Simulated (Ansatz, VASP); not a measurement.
**TePb: VASP beside Ansatz**

Contents of INCAR:

```
SYSTEM = TePb
ALGO = Normal
EDIFF = 1E-6
ENCUT = 500
GGA = PS
GGA_COMPAT = .False.
ISIF = 2
ISMEAR = 0
LASPH = .True.
LCHARG = .True.
LELF = .True.
LREAL = .False.
LVHAR = .True.
LWAVE = .False.
NBANDS = 28
NELM = 120
PREC = Accurate
SIGMA = 0.05
```

KPOINTS

```
k-points
0
Gamma
  6 6 4
  0 0 0
```

POSCAR

```
TePb
1.0
    4.5559828972      0.0000000000      0.0000000000
    0.0000000000      4.5559828972      0.0000000000
    0.0000000000      0.0000000000      6.4431328031
Pb Te
2 2
Direct
    0.0000000000      0.0000000000      0.0000000000
    0.5000000000      0.5000000000      0.5000000000
    0.0000000000      0.0000000000      0.5000000000
    0.5000000000      0.5000000000      0.0000000000
```

Input for Ansatz:

```yaml
crystal:
  lattice:
    - [4.5559828972, 0.0, 0.0]
    - [0.0, 4.5559828972, 0.0]
    - [0.0, 0.0, 6.4431328031]
  atoms:
    - { symbol: Pb, position: [0.0, 0.0, 0.0] }
    - { symbol: Pb, position: [0.5, 0.5, 0.5] }
    - { symbol: Te, position: [0.0, 0.0, 0.5] }
    - { symbol: Te, position: [0.5, 0.5, 0.0] }
basis:
  ecutwfc: 420
kpoints:
  mp_grid: { grid: [6, 6, 4] }
hamiltonian:
  xc: pbesol
scf:
  occupations: { method: gaussian, width: 0.05 }
output:
  forces: true
  stress: true
  eigenvalues: true
```

Alike in both runs: task single point; functional PBEsol; k mesh 6 × 6 × 4; occupations gaussian, width 0.05 eV; no spin polarisation.

```csv
,VASP,Ansatz
version,VASP 6.6.1,Ansatz 0.2.0
potentials or method,"VASP PAW PBE potentials, release 64 (Pb_d, Te), cutoff 500 eV","scalar-relativistic, plane waves, PAW"
valence electrons in the cell,40,60
```

```csv
,VASP,Ansatz,Ansatz less VASP
gap on the k mesh at the Fermi level (eV),0.65,0.65,-0.004
least direct gap on the mesh (eV),0.65,0.65,-0.004
```

VASP's potentials were made for PBE, not for PBEsol. With one functional, cell and mesh, what is left measures potentials, basis and numerics. VASP's potentials hold 40 valence electrons a cell and Ansatz's 60, so a difference there can come from the potentials and not from the codes.

Neither program's run includes spin-orbit coupling.
